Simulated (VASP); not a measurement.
# Au (P6/mmm) in VASP: a series of runs

Au is run at these levels: PBE; tasks: single point, relaxation of cell and atoms.

Program: VASP 6.6.1. These are calculated values, not measurements. Logs are shortened: lines on timing, memory, paths and dates and some standing lists are left out, and cuts for length are marked.

**1. The cell of the first run**

The structure is hexagonal, space group P6/mmm (No. 191). Conventional cell: a = 4.752 Å, b = 4.752 Å, c = 2.814 Å, α = 90.00°, β = 90.00°, γ = 120.00°. Au (site symmetry 6/mmm) has 14 Au at 2.81 to 3.08 Å within 3.7 Å. Within 3.6 Å of Au (site symmetry -6m2) lie 11 Au at 2.74 to 3.08 Å.

This isn't the form of Au at room conditions, which is fcc.

**2. Single point, PBE**

INCAR

```
  PREC = Accurate
  ENCUT = 520
  EDIFF = 1E-7
  ISMEAR = 0
  SIGMA = 0.1
  LREAL = F
  LASPH = T
  NELM = 100
  ALGO = Fast
  ISIF = 2
  LWAVE = F
  LCHARG = F
  GGA = PE
  NBANDS = 24
```

KPOINTS

```
Automatic mesh
0
Gamma
  12 12 16
```

POSCAR

```
Au
1.0
    4.7523852907      0.0000000000      0.0000000000
   -2.3761926454      4.1156863903      0.0000000000
    0.0000000000      0.0000000000      2.8141771965
Au
3
Direct
    0.0000000000      0.0000000000      0.0000000000
    0.3333333333      0.6666666667      0.5000000000
    0.6666666667      0.3333333333      0.5000000000
```

Potentials or basis: VASP PAW PBE potentials, release 64 (Au).

Started as:

```
$ cat potpaw_PBE.64/Au/POTCAR > POTCAR
$ mpirun -np 1 vasp_std > vasp.out
```

OUTCAR:

```text
PREC = Accurate
   ENCUT = 520
   EDIFF = 1E-7
   ISMEAR = 0
   LREAL = F
   LASPH = T
   NELM = 100
   ISIF = 2
   GGA = PE

 ion  position               nearest neighbor table
   1  0.000  0.000  0.000-   2 3.08   3 3.08   2 3.08   3 3.08   3 3.08   3 3.08   2 3.08   2 3.08
                             3 3.08   3 3.08   2 3.08   2 3.08
   2  0.333  0.667  0.500-   3 2.74   3 2.74   3 2.74   1 3.08   1 3.08   1 3.08   1 3.08   1 3.08
                             1 3.08
   3  0.667  0.333  0.500-   2 2.74   2 2.74   2 2.74   1 3.08   1 3.08   1 3.08   1 3.08   1 3.08
                             1 3.08

  LATTYP: Found a hexagonal cell.
 ALAT       =     4.7523852907
 C/A-ratio  =     0.5921609938

  Lattice vectors:

 A1 = (   4.7523852907,   0.0000000000,   0.0000000000)
 A2 = (  -2.3761926454,   4.1156863903,   0.0000000000)
 A3 = (   0.0000000000,   0.0000000000,   2.8141771965)

Analysis of symmetry for initial positions (statically):
=====================================================================
 Subroutine PRICEL returns:
 Original cell was already a primitive cell.

 Routine SETGRP: Setting up the symmetry group for a
 hexagonal supercell.

 Subroutine GETGRP returns: Found 24 space group operations
 (whereof 24 operations were pure point group operations)
 out of a pool of 24 trial point group operations.

The static configuration has the point symmetry D_6h.

Analysis of symmetry for dynamics (positions and initial velocities):
=====================================================================
 Subroutine PRICEL returns:
 Original cell was already a primitive cell.

 Routine SETGRP: Setting up the symmetry group for a
 hexagonal supercell.

 Subroutine GETGRP returns: Found 24 space group operations
 (whereof 24 operations were pure point group operations)
 out of a pool of 24 trial point group operations.

The dynamic configuration has the point symmetry D_6h.

 Subroutine INISYM returns: Found 24 space group operations
 (whereof 24 operations are pure point group operations),
 and found     1 'primitive' translations

----------------------------------------------------------------------------------------

                                     Primitive cell

  volume of cell :      55.0434

  direct lattice vectors                    reciprocal lattice vectors
     4.752385291  0.000000000  0.000000000     0.210420650  0.121486419  0.000000000
    -2.376192645  4.115686390  0.000000000     0.000000000  0.242972837  0.000000000
     0.000000000  0.000000000  2.814177197     0.000000000  0.000000000  0.355343651

  length of vectors
     4.752385291  4.752385291  2.814177197     0.242972837  0.242972837  0.355343651

  position of ions in fractional coordinates (direct lattice)
     0.000000000  0.000000000  0.000000000
     0.333333333  0.666666667  0.500000000
     0.666666667  0.333333333  0.500000000

  ion indices of the primitive-cell ions
   primitive index   ion index
                 1           1
                 2           2
                 3           3

----------------------------------------------------------------------------------------

 KPOINTS: Automatic mesh

Automatic generation of k-mesh.
 Grid dimensions read from file:
 generate k-points for:   12   12   16

 Generating k-lattice:

  Cartesian coordinates                     Fractional coordinates (reciprocal lattice)
     0.017535054  0.010123868  0.000000000     0.083333333 -0.000000000  0.000000000
     0.000000000  0.020247736  0.000000000     0.000000000  0.083333333  0.000000000
     0.000000000  0.000000000  0.022208978     0.000000000  0.000000000  0.062500000

  Length of vectors
     0.020247736  0.020247736  0.022208978

  Shift w.r.t. Gamma in fractional coordinates (k-lattice)
     0.000000000  0.000000000  0.000000000

 Subroutine IBZKPT returns following result:
 ===========================================

 Found    171 irreducible k-points:

 Following reciprocal coordinates:
            Coordinates               Weight
  0.000000  0.000000  0.000000      1.000000
  0.083333  0.000000  0.000000      6.000000
  0.166667  0.000000  0.000000      6.000000
  0.250000  0.000000  0.000000      6.000000
  0.333333  0.000000  0.000000      6.000000
  0.416667  0.000000  0.000000      6.000000
[... 16 lines left out ...]
  0.250000  0.000000  0.062500     12.000000
  0.333333  0.000000  0.062500     12.000000
 [... further k-points ...]
   k-points           NKPTS =    171   k-points in BZ     NKDIM =    171   number of bands    NBANDS=     24
   number of dos      NEDOS =    301   number of ions     NIONS =      3
   total plane-waves  NPLWV =  31104
   dimension x,y,z NGX =    36 NGY =   36 NGZ =   24
   dimension x,y,z NGXF=    72 NGYF=   72 NGZF=   48
   ions per type =               3
   NGX,Y,Z   is equivalent  to a cutoff of  12.59, 12.59, 14.18 a.u.
   NGXF,Y,Z  is equivalent  to a cutoff of  25.19, 25.19, 28.36 a.u.
 SYSTEM =  unknown system
   PREC   = accura    normal or accurate (medium, high low for compatibility)
   ISTART =      0    job   : 0-new  1-cont  2-samecut
   ICHARG =      2    charge: 1-file 2-atom 10-const
   ISPIN  =      1    spin polarized calculation?
   LNONCOLLINEAR =      F non collinear calculations
   LSORBIT =      F    spin-orbit coupling
   LASPH  =      T    aspherical Exc in radial PAW
   ENCUT  =  520.0 eV  38.22 Ry    6.18 a.u.   8.84  8.84  5.23*2*pi/ulx,y,z
   NELM   =    100;   NELMIN=  2; NELMDL= -5     # of ELM steps
   EDIFF  = 0.1E-06   stopping-criterion for ELM
   LREAL  =      F    real-space projection
   EDIFFG = 0.1E-05   stopping-criterion for IOM
   NSW    =      0    number of steps for IOM
   IBRION =     -1    ionic relax: 0-MD 1-quasi-New 2-CG
   NFREE  =      0    steps in history (QN), initial steepest desc. (CG)
   ISIF   =      2    stress and relaxation
   ISYM   =      2    0-nonsym 1-usesym 2-fastsym
   POTIM  = 0.5000    time-step for ionic-motion
   TEBEG  =    0.0;   TEEND  =   0.0 temperature during run
   PSTRESS=    0.0 pullay stress
   NELECT =      33.0000    total number of electrons
   NUPDOWN=      -1.0000    fix difference up-down
   EMIN   =  10.00;   EMAX   =-10.00  energy-range for DOS
   EFERMI =   0.00;   METHOD = LEGACY
   ISMEAR =     0;   SIGMA  =   0.10  broadening in eV -4-tet -1-fermi 0-gaus
   EFERMI_NEDOS =   21; number of points for ismear=-14 and -15
   IALGO  =     68    algorithm
   IMIX   =      4    mixing-type and parameters
     AMIX     =   0.40;   BMIX     =  1.00
     AMIX_MAG =   1.60;   BMIX_MAG =  1.00
  volume/ion in A,a.u.               =      18.35       123.82
  Fermi-wavevector in a.u.,A,eV,Ry     =   1.380419  2.608614 25.926683  1.905557
  Thomas-Fermi vector in A             =   2.505298
   LORBIT       =      0    0 simple, 1 ext, 2 COOP (PROOUT), +10 PAW based schemes
   GGA     = PE    functional components
   LHFCALC =     F    Hartree Fock is set to
   AEXX    =    0.0000 exact exchange contribution
   IVDW    =     0    specifies the selected vdW correction
   LEPSILON=     F    determine dielectric tensor
   LRPA    =     F    only Hartree local field effects (RPA)
 non-spin polarized calculation
 RMM-DIIS sequential band-by-band and
 Gauss-broadening in eV      SIGMA  =   0.10
  energy-cutoff  :      520.00
  volume of cell :       55.04
 maximum number of plane-waves:      1504
 NGX is ok and might be reduce to    36
   NGX = 17   NGY = 17   NGZ = 11

 number of electron      33.0000004 magnetization

 Free energy of the ion-electron system (eV)
  ---------------------------------------------------
  ext. energy  EPLUGINS =         0.00000000
  ---------------------------------------------------
  free energy    TOTEN  =        -9.47952914 eV

  energy without entropy =       -9.47560819  energy(sigma->0) =       -9.47756867

 E-fermi :   8.2986     XC(G=0): -12.2665

 val. band max:        8.2925966456   @ k =   0.4167   0.0000   0.0000
 cond. band min:       8.3219548464   @ k =   0.2500   0.1667   0.1250
 fundamental gap:      0.0293582008
 Fermi energy:         8.2986401571

 k-point     1 :       0.0000    0.0000    0.0000
  band No.  band energies     occupation
      1      -0.8104      2.00000
      2       1.9221      2.00000
      3       3.0157      2.00000
      4       3.4496      2.00000
      5       3.6358      2.00000
      6       3.6358      2.00000
[... 16 lines left out ...]
     23      19.9028      0.00000
     24      24.3433      0.00000

 k-point     2 :       0.0833    0.0000    0.0000
  band No.  band energies     occupation
      1      -0.7318      2.00000
      2       1.9384      2.00000
      3       2.9465      2.00000
      4       3.2782      2.00000
      5       3.4353      2.00000
      6       3.5029      2.00000
[... 16 lines left out ...]
     23      20.0471      0.00000
     24      24.3094      0.00000

 k-point     3 :       0.1667    0.0000    0.0000
  band No.  band energies     occupation
      1      -0.5002      2.00000
      2       1.9758      2.00000
      3       2.7073      2.00000
      4       3.0067      2.00000
      5       3.2604      2.00000
      6       3.4457      2.00000
[... 16 lines left out ...]
     23      20.4673      0.00000
     24      23.9843      0.00000

 k-point     4 :       0.2500    0.0000    0.0000
  band No.  band energies     occupation
      1      -0.1291      2.00000
      2       1.9750      2.00000
      3       2.4192      2.00000
      4       2.8196      2.00000
      5       3.1582      2.00000
      6       3.3588      2.00000
[... 16 lines left out ...]
     23      21.1311      0.00000
     24      23.3800      0.00000

 k-point     5 :       0.3333    0.0000    0.0000
  band No.  band energies     occupation
      1       0.3553      2.00000
      2       1.8352      2.00000
      3       2.2519      2.00000
      4       2.6935      2.00000
      5       3.1173      2.00000
      6       3.2292      2.00000
[... 16 lines left out ...]
     23      21.9962      0.00000
     24      22.6598      0.00000

 k-point     6 :       0.4167    0.0000    0.0000
  band No.  band energies     occupation
      1       0.9052      2.00000
      2       1.6712      2.00000
      3       1.9828      2.00000
      4       2.7279      2.00000
      5       3.0622      2.00000
      6       3.1153      2.00000
[... 16 lines left out ...]
     23      20.9221      0.00000
     24      21.7857      0.00000
[... 379 lines left out ...]
 k-point    21 :       0.0833    0.0000    0.0625
  band No.  band energies     occupation
      1      -0.6384      2.00000
      2       2.0319      2.00000
      3       3.0501      2.00000
      4       3.2945      2.00000
      5       3.4031      2.00000
      6       3.5429      2.00000
[... 16 lines left out ...]
     23      19.4806      0.00000
     24      24.3632      0.00000

 k-point    22 :       0.1667    0.0000    0.0625
  band No.  band energies     occupation
      1      -0.4078      2.00000
      2       2.0732      2.00000
      3       2.7599      2.00000
      4       3.0623      2.00000
      5       3.2401      2.00000
      6       3.5017      2.00000
[... 16 lines left out ...]
     23      19.8724      0.00000
     24      24.0172      0.00000

 k-point    23 :       0.2500    0.0000    0.0625
  band No.  band energies     occupation
      1      -0.0380      2.00000
      2       2.0718      2.00000
      3       2.4726      2.00000
      4       2.8782      2.00000
      5       3.1465      2.00000
      6       3.4161      2.00000
[... 16 lines left out ...]
     23      20.4780      0.00000
     24      23.4267      0.00000

 k-point    24 :       0.3333    0.0000    0.0625
  band No.  band energies     occupation
      1       0.4452      2.00000
      2       1.9140      2.00000
      3       2.3449      2.00000
      4       2.7333      2.00000
      5       3.1112      2.00000
      6       3.2821      2.00000
[... 16 lines left out ...]
     23      21.2331      0.00000
     24      22.7391      0.00000

 [... further k-points ...]
[... 5 lines left out ...]
  --------------------------------------------------------------------------------------
  -------------------------------------------------------------------------------------
  Total       -0.0745132     -0.0745132     -0.0762493      0.0000000     -0.0000000      0.0000000
  in kB       -2.1688955     -2.1688955     -2.2194295      0.0000000     -0.0000000      0.0000000
  external PRESSURE =      -2.1857402 kB  Pullay stress =       0.0000000 kB

 VOLUME and BASIS-vectors are now :
 -----------------------------------------------------------------------------
  energy-cutoff  :      520.00
  volume of cell :       55.04
      direct lattice vectors                 reciprocal lattice vectors
     4.752385291  0.000000000  0.000000000     0.210420650  0.121486419  0.000000000
    -2.376192645  4.115686390  0.000000000     0.000000000  0.242972837  0.000000000
     0.000000000  0.000000000  2.814177197     0.000000000  0.000000000  0.355343651

 POSITION                                       TOTAL-FORCE (eV/Angst)
 -----------------------------------------------------------------------------------
      0.00000      0.00000      0.00000        -0.000000      0.000000      0.000000
     -0.00000      2.74379      1.40709         0.000000      0.000000      0.000000
      2.37619      1.37190      1.40709        -0.000000      0.000000     -0.000000
 -----------------------------------------------------------------------------------
    total drift:                                0.000000      0.000000     -0.000000

  FREE ENERGIE OF THE ION-ELECTRON SYSTEM (eV)
  ---------------------------------------------------
  free  energy   TOTEN  =        -9.4795291449 eV

  energy  without entropy=       -9.4756081932  energy(sigma->0) =       -9.47756867
```

It took 5.1 min on 1 thread of Intel Xeon 8259CL, shared host; peak memory 0.3 GiB.

Results:

```
Free energy            : -9.4795 eV
Pressure               : -0.2 GPa
Band gap on the k mesh : zero (an odd number of electrons rules out a gap without spin polarisation)
```

Levels at points of the mesh, in eV from the Fermi level:
```
           k point  band 12  band 13  band 14  band 15  band 16  band 17  band 18  band 19  band 20  band 21
(0.00, 0.00, 0.00)    -3.23    -3.20    -3.20    -1.81    -1.81     2.62     3.43     5.04     5.04     5.04
(0.50, 0.00, 0.00)    -2.61    -2.24    -2.21    -2.18    -2.01    -1.76    -0.44     2.91    10.71    10.83
(0.00, 0.00, 0.50)    -2.44    -2.12    -2.12    -1.15     0.12     0.54     6.39     6.60     7.14     7.14
(0.50, 0.00, 0.50)    -2.47    -2.35    -1.92    -1.48     0.79     1.01     2.79     3.06     5.56     6.53
```

Caveat: spin-orbit coupling is left out, which moves the levels of the heavy elements.

(Continued in part 2 of 2.)

The gap in the log of VASP goes by the Fermi energy; the results here count the filled bands.